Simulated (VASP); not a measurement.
Set up this calculation in VASP 6.6.1, as the native input.

```yaml
Task: single point
Functional: PBE
Potentials_or_basis: VASP PAW PBE potentials, release 64 (Ir)
Cutoff: 520 eV
k_mesh: 9 × 9 × 8
Occupations: gaussian, width 0.1 eV
Spin: no spin polarisation
Dipole_correction: no
Further_INCAR_settings: ALGO = Fast; EDIFF = 1e-06; NBANDS = 10
```

The structure of Ir lies in POSCAR:

```
Ir
1.0
    2.6194997309      0.0000000000      0.0000000000
   -1.3097498655      2.2685533122      0.0000000000
    0.0000000000      0.0000000000      2.4475950611
Ir
1
Direct
    0.0000000000      0.0000000000      0.0000000000
```

These files were run (other wordings do the same):

INCAR

```
PREC     = Accurate       # precision mode
ENCUT    = 520            # plane-wave cutoff, eV
EDIFF    = 1E-6           # SCF threshold, eV
ISMEAR   = 0              # smearing method
SIGMA    = 0.1            # smearing width, eV
LREAL    = F              # projectors in reciprocal space
LASPH    = T              # aspherical terms in the spheres
NELM     = 60             # most SCF steps
ALGO     = Fast           # electronic algorithm
ISIF     = 2              # what is computed and relaxed
LWAVE    = F              # write WAVECAR
LCHARG   = F              # write CHGCAR
GGA      = PE             # functional
NBANDS   = 10             # bands
```

KPOINTS

```
regular mesh
0
Gamma
  9 9 8
```

Potentials or basis: VASP PAW PBE potentials, release 64 (Ir).

Run with:

```bash
$ cat potpaw_PBE.64/Ir/POTCAR > POTCAR
$ mpirun -np 1 vasp_std > vasp.out
```

It gave:

```yaml
Pressure: 30.4 GPa
```

Wall time 5.7 s on 1 thread of Intel(R) Xeon(R) Platinum 8488C (Sapphire Rapids), on a shared host, peak memory 0.12 GiB.
